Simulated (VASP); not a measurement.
AlNi: single point with PBE

Crystal: AlNi.

```
CELL_PARAMETERS angstrom
2.83402 0.00000 0.00000
0.00000 2.83402 0.00000
0.00000 0.00000 2.83402
ATOMIC_POSITIONS crystal
Al 0.00000 0.00000 0.00000
Ni 0.50000 0.50000 0.50000
```

This cell differs from its parent crystal: volume scaled by 0.94.

```yaml
Program: VASP 6.6.1
Task: single point
Functional: PBE
Potentials_or_basis: VASP PAW PBE potentials, release 64 (Al, Ni)
Cutoff: 520 eV
k_mesh: 14 × 14 × 14
Occupations: gaussian, width 0.1 eV
Spin: no spin polarisation
Dipole_correction: no
Further_INCAR_settings: ALGO = Normal; EDIFF = 1e-06; NBANDS = 14
```

```
Pressure : 11.3 GPa
```

Levels at points of the mesh, in eV from the Fermi level:
```
           k point  band 3  band 4  band 5  band 6  band 7  band 8  band 9  band 10  band 11  band 12
(0.00, 0.00, 0.00)   -3.44   -1.61   -1.61   -1.61    5.75    5.75    5.75     8.32     8.32    14.68
(0.50, 0.00, 0.00)   -2.93   -2.36   -2.36   -1.52   -0.64    8.37   10.30    10.30    11.41    11.41
(0.50, 0.50, 0.00)   -2.99   -2.99   -2.19   -2.19   -1.05    1.61    2.74    12.86    15.56    15.56
(0.50, 0.50, 0.50)   -4.32   -1.02   -1.02    1.99    1.99    1.99    4.17     4.69     4.69     4.69
```

Wall time 18 s on 1 thread of AMD EPYC 9R45 96-Core Processor (Zen 5), on a shared host, peak memory 0.13 GiB.

 Spin polarisation is off, so any magnetic state and its effect on volume and gap are missing.
